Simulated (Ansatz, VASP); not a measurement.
One calculation of SiC, two programs

POSCAR

```
SiC
1.0
    0.0000000000      2.0872769122      2.0872769122
    2.0872769122      0.0000000000      2.0872769122
    2.0872769122      2.0872769122      0.0000000000
Si C
1 1
Direct
    0.0000000000      0.0000000000      0.0000000000
    0.2500000000      0.2500000000      0.2500000000
```

File INCAR.step1:

```
SYSTEM = SiC
  PREC = Accurate
  ENCUT = 520
  ISMEAR = 0
  SIGMA = 0.05
  LREAL = .FALSE.
  LASPH = .TRUE.
  NELM = 80
  NBANDS = 11
  GGA = PE
  ALGO = Normal
  EDIFF = 1E-4
  LWAVE = .TRUE.
  LCHARG = .FALSE.
```

Contents of INCAR.step2:

```
SYSTEM = SiC
  PREC = Accurate
  ENCUT = 520
  EDIFF = 1E-7
  ISMEAR = 0
  SIGMA = 0.05
  LREAL = .FALSE.
  LASPH = .TRUE.
  NELM = 80
  ALGO = Normal
  ISIF = 2
  LWAVE = .FALSE.
  LCHARG = .TRUE.
  METAGGA = R2SCAN
  LMIXTAU = .TRUE.
  LELF = .TRUE.
  LVHAR = .TRUE.
  NBANDS = 11
  ISTART = 1
```

KPOINTS

```
regular mesh
0
G
  10 10 10
  0 0 0
```

Input for Ansatz:

```yaml
crystal:
  lattice:
    - [0.0, 2.0872769122, 2.0872769122]
    - [2.0872769122, 0.0, 2.0872769122]
    - [2.0872769122, 2.0872769122, 0.0]
  atoms:
    - { symbol: Si, position: [0.0, 0.0, 0.0] }
    - { symbol: C, position: [0.25, 0.25, 0.25] }
basis:
  ecutwfc: 500
  ecutrho_ratio: 4
kpoints:
  mp_grid: { grid: [10, 10, 10] }
hamiltonian:
  xc: r2scan
scf:
  occupations: { method: gaussian, width: 0.05 }
output:
  forces: true
  stress: true
  eigenvalues: true
```

Alike in both runs: task single point; functional r2SCAN; k mesh 10 × 10 × 10; occupations gaussian, width 0.05 eV; no spin polarisation.

|  | VASP | Ansatz |
| --- | --- | --- |
| version | VASP 6.6.1 | Ansatz 0.2.0 |
| potentials or method | VASP PAW PBE potentials, release 64 (Si, C), cutoff 520 eV | scalar-relativistic, plane waves, PAW |
| valence electrons in the cell | 8 | 8 |

|  | VASP | Ansatz | Ansatz less VASP |
| --- | --- | --- | --- |
| gap on the k mesh at the Fermi level (eV) | 1.63 | 1.62 | -0.015 |
| least direct gap on the mesh (eV) | 5.21 | 5.20 | -0.015 |

VASP's potentials were made for PBE, not for r2SCAN.
